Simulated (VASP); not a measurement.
A run of VASP 6.6.1 is set up as follows.

INCAR

```
PREC = Accurate ; ENCUT = 520
EDIFF = 1E-6 ; ISMEAR = -1
SIGMA = 0.1 ; LREAL = False
LASPH = True ; NELM = 150
ALGO = Normal ; ISIF = 2
LWAVE = False ; LCHARG = True
ISPIN = 2 ; MAGMOM = 4 0
LORBIT = 11 ; LMAXMIX = 4
LDAU = True ; LDAUTYPE = 2
LDAUL = 2 -1 ; LDAUU = 2 0
LDAUJ = 0 0 ; LDAUPRINT = 1
GGA = RP ; IVDW = 12
LELF = True ; LVHAR = True
NBANDS = 20
```

KPOINTS

```
regular mesh
0
Gamma
  10 10 10
```

Contents of POSCAR:

```
MnO
1.0
    3.1025741325      0.0000000000      0.0000000000
    1.5512870662      2.6869080158      0.0000000000
    1.5512870662      0.8956360052      2.5332411712
Mn O
1 1
Direct
    0.0000000000      0.0000000000      0.0000000000
    0.5000000000      0.5000000000      0.5000000000
```

Potentials or basis: VASP PAW PBE potentials, release 64 (Mn_pv, O).

Run with:

```sh
$ cat potpaw_PBE.64/Mn_pv/POTCAR potpaw_PBE.64/O/POTCAR > POTCAR
$ mpirun -np 1 vasp_std > vasp.out
```

Task: Estimate the site moments.

Result: Mn +4.55; O +0.19 μB.

Task: Estimate the net moment.

Result: 4.99 μB per cell.

Task: Predict the dispersion energy per atom.

Result: -0.845 eV.

Task: Predict the band gap on the k mesh.

Result: Zero (filled and empty bands overlap).

Eigenvalues of the final occupation matrices:
| site | spin | trace | eigenvalues |
| --- | --- | --- | --- |
| site 1 d | 1 | 4.75 | 0.93 0.93 0.93 0.97 0.97 |
| site 1 d | 2 | 0.25 | 0.02 0.02 0.02 0.09 0.09 |

Caveat: a cell with one magnetic atom can't hold antiferromagnetic order, which such compounds often take. The state reached can hang on the start; a lower one may exist.
